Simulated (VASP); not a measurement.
# MgCd2S3 in VASP: notebook

MgCd2S3 is run at these levels: PBE; tasks: single point, relaxation of cell and atoms.

Program: VASP 6.6.1. These are calculated values, not measurements. Logs are shortened: lines on timing, memory, paths and dates and some standing lists are left out, and cuts for length are marked.

### 1 The cell of the first run

The typed cell holds 12 atoms: a = 4.135 Å, b = 4.141 Å, c = 20.244 Å, α = 90.05°, β = 89.93°, γ = 119.97°.

### 2 Single point, PBE

INCAR reads:

```
  ALGO = Normal
  EDIFF = 1E-7
  ENCUT = 520
  GGA = PE
  ISIF = 2
  ISMEAR = 0
  LASPH = True
  LCHARG = False
  LREAL = False
  LWAVE = False
  NBANDS = 56
  NELM = 80
  PREC = Accurate
  SIGMA = 0.1
```

KPOINTS reads:

```
k-points
0
Gamma
  6 6 1
```

POSCAR reads:

```
MgCd2S3
1.0
    4.1351542018     -0.0005945193      0.0025417562
   -2.0680415703      3.5879942481     -0.0019261247
    0.0118863905     -0.0034869032     20.2444680963
Mg Cd S
2 4 6
Direct
   -0.0003931143      0.0001358752      0.1656280950
    0.0007760279      0.0003295549      0.6656660310
    0.3336569788      0.6656803092      0.0027091551
    0.3323618408      0.6667362914      0.5026634013
    0.6643520766      0.3340792883      0.3316280607
    0.6697776114      0.3346880216      0.8317370407
    0.6655545108      0.3329233893      0.4580304641
    0.6668522613      0.3319207098      0.9582528900
   -0.0022495599      0.0001354041      0.2873322748
    0.0026201330      0.0006608705      0.7874811638
    0.3328534401      0.6662437493      0.1294816526
    0.3338377935      0.6664665365      0.6293897710
```

Potentials or basis: VASP PAW PBE potentials, release 64 (Mg, Cd, S).

Run with:

```bash
cat potpaw_PBE.64/Mg/POTCAR potpaw_PBE.64/Cd/POTCAR potpaw_PBE.64/S/POTCAR > POTCAR
mpirun -np 1 vasp_std > vasp.out
```

OUTCAR:

```text
EDIFF = 1E-7
   ENCUT = 520
   GGA = PE
   ISIF = 2
   ISMEAR = 0
   LASPH = True
   LREAL = False
   NELM = 80
   PREC = Accurate

 ion  position               nearest neighbor table
   1  1.000  0.000  0.166-   9 2.46  11 2.50  11 2.50  11 2.50
   2  0.001  0.000  0.666-  10 2.47  12 2.50  12 2.50  12 2.50
   3  0.334  0.666  0.003-   8 2.55   8 2.55   8 2.55  11 2.57
   4  0.332  0.667  0.503-   7 2.55   7 2.55   7 2.56  12 2.57
   5  0.664  0.334  0.332-   9 2.55   9 2.55   9 2.55   7 2.56
   6  0.670  0.335  0.832-  10 2.55  10 2.55  10 2.55   8 2.56
   7  0.666  0.333  0.458-   4 2.55   4 2.55   4 2.56   5 2.56
   8  0.667  0.332  0.958-   3 2.55   3 2.55   3 2.55   6 2.56
   9  0.998  0.000  0.287-   1 2.46   5 2.55   5 2.55   5 2.55
  10  0.003  0.001  0.787-   2 2.47   6 2.55   6 2.55   6 2.55
  11  0.333  0.666  0.129-   1 2.50   1 2.50   1 2.50   3 2.57
  12  0.334  0.666  0.629-   2 2.50   2 2.50   2 2.50   4 2.57

  LATTYP: Found a triclinic cell.
 ALAT       =     4.1351550257
 B/A-ratio  =     1.0012531906
 C/A-ratio  =     4.8956984104
 COS(alpha) =     0.0002925917
 COS(beta)  =     0.0012018372
 COS(gamma) =     0.4991373285

  Lattice vectors:

 A1 = (   4.1351542018,  -0.0005945193,   0.0025417562)
 A2 = (   2.0671126315,   3.5873997288,   0.0006156315)
 A3 = (   0.0118863905,  -0.0034869032,  20.2444680963)

Analysis of symmetry for initial positions (statically):
=====================================================================
 Subroutine PRICEL returns:
 Original cell was already a primitive cell.

 Routine SETGRP: Setting up the symmetry group for a
 triclinic supercell.

 Subroutine GETGRP returns: Found  1 space group operations
 (whereof  1 operations were pure point group operations)
 out of a pool of  2 trial point group operations.

The static configuration has the point symmetry C_1 .

Analysis of symmetry for dynamics (positions and initial velocities):
=====================================================================
 Subroutine PRICEL returns:
 Original cell was already a primitive cell.

 Routine SETGRP: Setting up the symmetry group for a
 triclinic supercell.

 Subroutine GETGRP returns: Found  1 space group operations
 (whereof  1 operations were pure point group operations)
 out of a pool of  2 trial point group operations.

The dynamic configuration has the point symmetry C_1 .

 Subroutine INISYM returns: Found  1 space group operations
 (whereof  1 operations are pure point group operations),
 and found     1 'primitive' translations

----------------------------------------------------------------------------------------

                                     Primitive cell

  volume of cell :     300.3403

  direct lattice vectors                    reciprocal lattice vectors
     4.135154202 -0.000594519  0.002541756     0.241849064  0.139396458 -0.000117990
    -2.068041570  3.587994248 -0.001926125     0.000040044  0.278730354  0.000047985
     0.011886390 -0.003486903 20.244468096    -0.000030361  0.000009018  0.049396230

  length of vectors
     4.135155026  4.141316502 20.244471886     0.279145762  0.278730361  0.049396240

  position of ions in fractional coordinates (direct lattice)
     0.999606886  0.000135875  0.165628095
     0.000776028  0.000329555  0.665666031
     0.333656979  0.665680309  0.002709155
     0.332361841  0.666736291  0.502663401
     0.664352077  0.334079288  0.331628061
     0.669777611  0.334688022  0.831737041
     0.665554511  0.332923389  0.458030464
     0.666852261  0.331920710  0.958252890
     0.997750440  0.000135404  0.287332275
     0.002620133  0.000660870  0.787481164
     0.332853440  0.666243749  0.129481653
     0.333837794  0.666466537  0.629389771

  ion indices of the primitive-cell ions
   primitive index   ion index
                 1           1
                 2           2
                 3           3
                 4           4
                 5           5
                 6           6
                 7           7
                 8           8
                 9           9
                10          10
                11          11
                12          12

----------------------------------------------------------------------------------------

 KPOINTS: k-points

Automatic generation of k-mesh.
 Grid dimensions read from file:
 generate k-points for:    6    6    1

 Generating k-lattice:

  Cartesian coordinates                     Fractional coordinates (reciprocal lattice)
     0.040308177  0.023232743 -0.000019665     0.166666667  0.000000000 -0.000000000
     0.000006674  0.046455059  0.000007997     0.000000000  0.166666667  0.000000000
    -0.000030361  0.000009018  0.049396230     0.000000000 -0.000000000  1.000000000

  Length of vectors
     0.046524294  0.046455060  0.049396240

  Shift w.r.t. Gamma in fractional coordinates (k-lattice)
     0.000000000  0.000000000  0.000000000

 Subroutine IBZKPT returns following result:
 ===========================================

 Found     20 irreducible k-points:

 Following reciprocal coordinates:
            Coordinates               Weight
  0.000000  0.000000  0.000000      1.000000
  0.166667  0.000000  0.000000      2.000000
  0.333333  0.000000  0.000000      2.000000
  0.500000  0.000000  0.000000      1.000000
 -0.000000  0.166667 -0.000000      2.000000
  0.166667  0.166667 -0.000000      2.000000
[... 12 lines left out ...]
  0.333333  0.500000  0.000000      2.000000
  0.500000  0.500000  0.000000      1.000000
   k-points           NKPTS =     20   k-points in BZ     NKDIM =     20   number of bands    NBANDS=     56
   number of dos      NEDOS =    301   number of ions     NIONS =     12
   total plane-waves  NPLWV = 163840
   dimension x,y,z NGX =    32 NGY =   32 NGZ =  160
   dimension x,y,z NGXF=    64 NGYF=   64 NGZF=  320
   ions per type =               2   4   6
   NGX,Y,Z   is equivalent  to a cutoff of  12.86, 12.85, 13.14 a.u.
   NGXF,Y,Z  is equivalent  to a cutoff of  25.73, 25.69, 26.28 a.u.
 SYSTEM =  unknown system
   PREC   = accura    normal or accurate (medium, high low for compatibility)
   ISTART =      0    job   : 0-new  1-cont  2-samecut
   ICHARG =      2    charge: 1-file 2-atom 10-const
   ISPIN  =      1    spin polarized calculation?
   LNONCOLLINEAR =      F non collinear calculations
   LSORBIT =      F    spin-orbit coupling
   LASPH  =      T    aspherical Exc in radial PAW
   ENCUT  =  520.0 eV  38.22 Ry    6.18 a.u.   7.69  7.70 37.64*2*pi/ulx,y,z
   NELM   =     80;   NELMIN=  2; NELMDL= -5     # of ELM steps
   EDIFF  = 0.1E-06   stopping-criterion for ELM
   LREAL  =      F    real-space projection
   EDIFFG = 0.1E-05   stopping-criterion for IOM
   NSW    =      0    number of steps for IOM
   IBRION =     -1    ionic relax: 0-MD 1-quasi-New 2-CG
   NFREE  =      0    steps in history (QN), initial steepest desc. (CG)
   ISIF   =      2    stress and relaxation
   ISYM   =      2    0-nonsym 1-usesym 2-fastsym
   POTIM  = 0.5000    time-step for ionic-motion
   TEBEG  =    0.0;   TEEND  =   0.0 temperature during run
   PSTRESS=    0.0 pullay stress
   NELECT =      88.0000    total number of electrons
   NUPDOWN=      -1.0000    fix difference up-down
   EMIN   =  10.00;   EMAX   =-10.00  energy-range for DOS
   EFERMI =   0.00;   METHOD = LEGACY
   ISMEAR =     0;   SIGMA  =   0.10  broadening in eV -4-tet -1-fermi 0-gaus
   EFERMI_NEDOS =   21; number of points for ismear=-14 and -15
   IALGO  =     38    algorithm
   IMIX   =      4    mixing-type and parameters
     AMIX     =   0.40;   BMIX     =  1.00
     AMIX_MAG =   1.60;   BMIX_MAG =  1.00
  volume/ion in A,a.u.               =      25.03       168.90
  Fermi-wavevector in a.u.,A,eV,Ry     =   1.087338  2.054771 16.086217  1.182304
  Thomas-Fermi vector in A             =   2.223495
   LORBIT       =      0    0 simple, 1 ext, 2 COOP (PROOUT), +10 PAW based schemes
   GGA     = PE    functional components
   LHFCALC =     F    Hartree Fock is set to
   AEXX    =    0.0000 exact exchange contribution
   IVDW    =     0    specifies the selected vdW correction
   LEPSILON=     F    determine dielectric tensor
   LRPA    =     F    only Hartree local field effects (RPA)
 non-spin polarized calculation
 Gauss-broadening in eV      SIGMA  =   0.10
  energy-cutoff  :      520.00
  volume of cell :      300.34
 maximum number of plane-waves:      8133
   NGX = 15   NGY = 15   NGZ = 75

 number of electron      87.9999992 magnetization

 Free energy of the ion-electron system (eV)
  ---------------------------------------------------
  ext. energy  EPLUGINS =         0.00000000
  ---------------------------------------------------
  free energy    TOTEN  =       -41.47247793 eV

  energy without entropy =      -41.47247793  energy(sigma->0) =      -41.47247793

 E-fermi :   1.5421     XC(G=0):  -8.7469

 val. band max:        1.1085364453   @ k =   0.0000   0.0000   0.0000
 cond. band min:       2.6329568275   @ k =   0.0000   0.0000   0.0000
 fundamental gap:      1.5244203822
 Fermi energy:         1.5420964667

 k-point     1 :       0.0000    0.0000    0.0000
  band No.  band energies     occupation
      1     -10.8911      2.00000
      2     -10.8207      2.00000
      3     -10.7385      2.00000
      4     -10.6206      2.00000
      5     -10.4066      2.00000
      6     -10.3590      2.00000
[... 48 lines left out ...]
     55       7.8779      0.00000
     56       7.8958      0.00000

 k-point     2 :       0.1667    0.0000    0.0000
  band No.  band energies     occupation
      1     -10.7978      2.00000
      2     -10.7428      2.00000
      3     -10.6505      2.00000
      4     -10.5601      2.00000
      5     -10.3427      2.00000
      6     -10.3070      2.00000
[... 1055 lines left out ...]
  band No.  band energies     occupation
      1     -10.5082      2.00000
      2     -10.5035      2.00000
      3     -10.3755      2.00000
      4     -10.3659      2.00000
      5     -10.1521      2.00000
      6     -10.1431      2.00000
[... 48 lines left out ...]
     55       7.3876      0.00000
     56       8.0815      0.00000

------------------------ aborting loop because EDIFF is reached ----------------------------------------

  FORCE on cell =-STRESS in cart. coord.  units (eV):
  Direction    XX          YY          ZZ          XY          YZ          ZX
  --------------------------------------------------------------------------------------
  -------------------------------------------------------------------------------------
  Total        0.3893099      0.2325460      0.3089192     -0.0110559      0.0382602     -0.0339259
  in kB        2.0767889      1.2405259      1.6479414     -0.0589781      0.2041004     -0.1809792
  external PRESSURE =       1.6550854 kB  Pullay stress =       0.0000000 kB

 VOLUME and BASIS-vectors are now :
 -----------------------------------------------------------------------------
  energy-cutoff  :      520.00
  volume of cell :      300.34
      direct lattice vectors                 reciprocal lattice vectors
     4.135154202 -0.000594519  0.002541756     0.241849064  0.139396458 -0.000117990
    -2.068041570  3.587994248 -0.001926125     0.000040044  0.278730354  0.000047985
     0.011886390 -0.003486903 20.244468096    -0.000030361  0.000009018  0.049396230

 POSITION                                       TOTAL-FORCE (eV/Angst)
 -----------------------------------------------------------------------------------
      4.13522     -0.00068      3.35559        -0.000311     -0.001198      0.005139
      0.01044     -0.00114     13.47606         0.000064     -0.000665      0.007997
      0.00310      2.38825      0.05441        -0.002438      0.002518      0.002455
      0.00150      2.39030     10.17571         0.000093      0.001960     -0.012280
      2.06025      1.19712      6.71468         0.003508      0.000248     -0.005571
      2.08737      1.19756     16.83913        -0.005153     -0.001222      0.007363
      2.06912      1.19253      9.27363         0.000523     -0.001215      0.017958
      2.08250      1.18719     19.40038         0.002303      0.000738     -0.005770
      4.12899     -0.00111      5.81942         0.001523     -0.001380     -0.039195
      0.01883     -0.00038     15.94214         0.000540     -0.001795     -0.053358
      0.00012      2.38983      2.62085        -0.000768      0.000789      0.031586
      0.00967      2.38889     12.74123         0.000117      0.001222      0.043676
 -----------------------------------------------------------------------------------
    total drift:                               -0.000114      0.000083     -0.000103

  FREE ENERGIE OF THE ION-ELECTRON SYSTEM (eV)
  ---------------------------------------------------
  free  energy   TOTEN  =       -41.4724779297 eV

  energy  without entropy=      -41.4724779297  energy(sigma->0) =      -41.47247793
```

Wall time 5.4 min (1 thread of AMD EPYC 7R13 (Zen 3), shared host); peak memory 0.54 GiB.

What came out:

* Free energy: -41.4725 eV
* Pressure: 0.2 GPa
* Largest force: 0.053 eV/Å
* Band gap on the k mesh: 1.52 eV

Forces in eV/Å, atoms in the order of the input:
```
Mg   0.000 -0.001  0.005
Mg   0.000 -0.001  0.008
Cd  -0.002  0.003  0.002
Cd   0.000  0.002 -0.012
Cd   0.004  0.000 -0.006
Cd  -0.005 -0.001  0.007
S    0.001 -0.001  0.018
S    0.002  0.001 -0.006
S    0.002 -0.001 -0.039
S    0.001 -0.002 -0.053
S   -0.001  0.001  0.032
S    0.000  0.001  0.044
```

### 3 Relaxation of cell and atoms, PBE

This run uses another cell than the first one: it holds 6 atoms, not 12.

INCAR reads:

```
PREC = Accurate ; ENCUT = 600
EDIFF = 1E-6 ; ISMEAR = 0
SIGMA = 0.02 ; LREAL = False
LASPH = True ; NELM = 100
ALGO = Normal ; ISIF = 3
LWAVE = False ; LCHARG = False
GGA = PE ; IBRION = 2
NSW = 100 ; EDIFFG = -0.01
```

KPOINTS reads:

```
Automatic mesh
0
Gamma
  12 12 4
```

POSCAR reads:

```
MgCd2S3
1.0
    4.1392129000      0.0000000000      0.0000000000
   -2.0696064000      3.5846635000      0.0000000000
    0.0000000000      0.0000000000     10.1206946000
Mg Cd S
1 2 3
Direct
    0.0000000000      0.0000000000      0.3312600000
    0.3333333000      0.6666667000      0.0052680000
    0.6666667000      0.3333333000      0.6633330000
    0.6666667000      0.3333333000      0.9164090000
    0.0000000000      0.0000000000      0.5747790000
    0.3333333000      0.6666667000      0.2589510000
```

Potentials or basis: VASP PAW PBE potentials, release 64 (Mg, Cd, S).

Run with:

```bash
cat potpaw_PBE.64/Mg/POTCAR potpaw_PBE.64/Cd/POTCAR potpaw_PBE.64/S/POTCAR > POTCAR
mpirun -np 1 vasp_std > vasp.out
```

It took 22 min on 1 thread of Oxide Virtual Turin-like, shared host; peak memory 0.52 GiB.

It converged, with:

* Free energy: -20.7401 eV
* Relaxed volume: 25.09 Å³/atom
* Relaxed cell: a = 4.142 Å, b = 4.142 Å, c = 10.131 Å, α = 90.00°, β = 90.00°, γ = 120.00°
* Space group after relaxing (to 0.1 Å): P3m1 (No. 156)
* Energy gained by relaxing: 0.1 meV/atom
* Ionic steps: 9
* Pressure after relaxing: 0.0 GPa
* Largest force after relaxing: 0.006 eV/Å
* Band gap on the k mesh: 1.52 eV

Forces in eV/Å, atoms in the order of the input:
```
Mg   0.000  0.000 -0.004
Cd   0.000  0.000  0.006
Cd   0.000  0.000 -0.002
S    0.000  0.000 -0.001
S    0.000  0.000  0.004
S    0.000  0.000 -0.002
```

The path:
```
step  energy change (eV)  largest force (eV/Å)  pressure (GPa)  volume (Å³)
   1              0.0000                0.0381            0.15       150.17
   2             -0.0003                0.0192           -0.06       150.67
   3             -0.0003                0.0219           -0.01       150.60
   4             -0.0003                0.0212           -0.01       150.62
   5             -0.0003                0.0204           -0.02       150.64
   6             -0.0003                0.0120           -0.02       150.61
   7             -0.0003                0.0139            0.00       150.55
   8             -0.0003                0.0139            0.00       150.55
   9             -0.0003                0.0058            0.00       150.56
```

Final structure:
```
Mg Cd S
1.0
     4.14242    0.00000    0.00000
    -2.07121    3.58744    0.00000
     0.00000    0.00000   10.13124
Mg Cd S
1 2 3
Cartesian
  4.1424 0.0000 3.3560
  0.0000 2.3916 0.0561
  2.0712 1.1958 6.7193
  2.0712 1.1958 9.2839
  0.0000 0.0000 5.8179
  0.0000 2.3916 2.6278
```

Levels at points of the mesh, in eV from the valence-band top:
| k point | band 20 | band 21 | band 22 | band 23 | band 24 | band 25 |
| --- | --- | --- | --- | --- | --- | --- |
| (0.00, 0.00, 0.00) | -0.15 | 0.00 | 0.00 | 1.52 | 3.16 | 3.83 |
| (0.50, 0.00, 0.00) | -1.32 | -1.06 | -0.84 | 3.53 | 3.96 | 4.18 |
| (0.00, 0.00, 0.50) | -0.32 | -0.05 | -0.05 | 2.41 | 2.75 | 3.75 |
| (0.50, 0.00, 0.50) | -1.34 | -0.73 | -0.67 | 3.27 | 4.06 | 4.27 |

A k mesh can miss the band edges.
